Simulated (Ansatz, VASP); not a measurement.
**One calculation of Y2BiO2, two programs**

INCAR

```
SYSTEM = Y2BiO2
PREC = Accurate ; ENCUT = 520
EDIFF = 1E-6 ; ISMEAR = 1
SIGMA = 0.2 ; LREAL = .FALSE.
LASPH = .TRUE. ; NELM = 80
ALGO = Normal ; ISIF = 2
LWAVE = .FALSE. ; LCHARG = .TRUE.
LDIPOL = .TRUE. ; IDIPOL = 3
DIPOL = 0.5 0.5 0.483 ; GGA = PS
LELF = .TRUE. ; LVHAR = .TRUE.
LVACPOTAV = .TRUE. ; NBANDS = 60
```

The input KPOINTS:

```
Automatic mesh
0
G
  9 9 1
  0 0 0
```

The input POSCAR:

```
Y2BiO2
1.0
    3.8355212684      0.0000000000      0.0000000000
    0.0000000000      3.8355212684      0.0000000000
    0.0000000000      0.0000000000     26.1109719487
Y O Bi
4 4 2
Direct
    0.5000000000      0.5000000000      0.2872355734
    0.0000000000      0.0000000000      0.3711398019
    0.0000000000      0.0000000000      0.5429533994
    0.5000000000      0.5000000000      0.6268576279
    0.5000000000      0.0000000000      0.3291876877
    0.0000000000      0.5000000000      0.3291876877
    0.0000000000      0.5000000000      0.5849055136
    0.5000000000      0.0000000000      0.5849055136
    0.5000000000      0.5000000000      0.4570466006
    0.0000000000      0.0000000000      0.7127644266
```

Input for Ansatz:

```yaml
crystal:
  lattice:
    - [3.8355212684, 0.0, 0.0]
    - [0.0, 3.8355212684, 0.0]
    - [0.0, 0.0, 26.1109719487]
  atoms:
    - { symbol: "Y", position: [0.5, 0.5, 0.2872355734] }
    - { symbol: O, position: [0.5, 0.0, 0.3291876877] }
    - { symbol: O, position: [0.0, 0.5, 0.3291876877] }
    - { symbol: "Y", position: [0.0, 0.0, 0.3711398019] }
    - { symbol: Bi, position: [0.5, 0.5, 0.4570466006] }
    - { symbol: "Y", position: [0.0, 0.0, 0.5429533994] }
    - { symbol: O, position: [0.0, 0.5, 0.5849055136] }
    - { symbol: O, position: [0.5, 0.0, 0.5849055136] }
    - { symbol: "Y", position: [0.5, 0.5, 0.6268576279] }
    - { symbol: Bi, position: [0.0, 0.0, 0.7127644266] }
basis:
  ecutwfc: 420
kpoints:
  mp_grid: { grid: [9, 9, 1] }
hamiltonian:
  xc: pbesol
scf:
  occupations: { method: methfessel_paxton, width: 0.2 }
output:
  forces: true
  stress: true
  eigenvalues: true
efield:
  axis: 3
  dipole_correction: true
  ramp_width: 0.04
```

Alike in both runs: task single point; functional PBEsol; k mesh 9 × 9 × 1; occupations methfessel-paxton of order 1, width 0.2 eV; no spin polarisation.

|  | VASP | Ansatz |
| --- | --- | --- |
| version | VASP 6.6.1 | Ansatz 0.2.0 |
| potentials or method | VASP PAW PBE potentials, release 64 (Y_sv, O, Bi_d), cutoff 520 eV | scalar-relativistic, plane waves, PAW |
| valence electrons in the cell | 98 | 98 |

|  | VASP | Ansatz | Ansatz less VASP |
| --- | --- | --- | --- |
| gap on the k mesh at the Fermi level (eV) | none | none | - |
| rms of the force components (eV/Å) | 0.361 | 0.362 | +0.0011 |
| work function, face that differs most (eV) | 4.09 | 4.09 | +0.001 |

VASP's potentials were made for PBE, not for PBEsol. A gap of «none» marks a metal or a gap that the smearing closes.

Neither program's run includes spin-orbit coupling.
